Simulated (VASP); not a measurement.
Runs of VASP 6.6.1 on CdS5. The structure is that of space group P6/mmm (No. 191), or close to it. The cells are those of the table. The cell was built from a structure type or drawn by symmetry, and may not be a known phase.

```tsv
task	cell	k mesh	cutoff (eV)	gap on the mesh (eV)	pressure (GPa)	relaxed volume (Å³/atom)
single point	a = 8.009, b = 8.009, c = 2.677 Å, angles 90.0, 90.0, 120.0°, 6 atoms	3 × 3 × 6	520	none	-0.1	-
relaxation of cell and atoms	relaxed from a = 6.173, b = 6.173, c = 4.432 Å, angles 90.0, 90.0, 120.0°, 6 atoms	3 × 3 × 4	600	none	0.1	(a)
relaxation of cell and atoms	relaxed from a = 7.694, b = 7.694, c = 2.974 Å, angles 90.0, 90.0, 120.0°, 6 atoms	3 × 3 × 6	600	none	0.0	24.70
single point	a = 8.099, b = 8.099, c = 2.645 Å, angles 90.0, 90.0, 120.0°, 6 atoms	6 × 6 × 14	520	none	-0.1	-
single point	a = 6.173, b = 6.173, c = 4.432 Å, angles 90.0, 90.0, 120.0°, 6 atoms	3 × 3 × 4	520	none	39.9	-
```

Alike in all rows: level PBE; potentials or basis VASP PAW PBE potentials, release 64 (Cd, S); no spin polarisation; smearing gaussian 0.1 eV.

Task: Estimate the missing entries.

Result: (a) 25.29.

Caveats: some runs use coarse meshes; a cell axis changed by over 15 % at a fixed basis, so the end point is rough (at least some runs).

A k mesh can miss the band edges, and the runs leave out spin-orbit coupling on Cd.

A gap of «none» marks levels without a gap at the run's occupations.
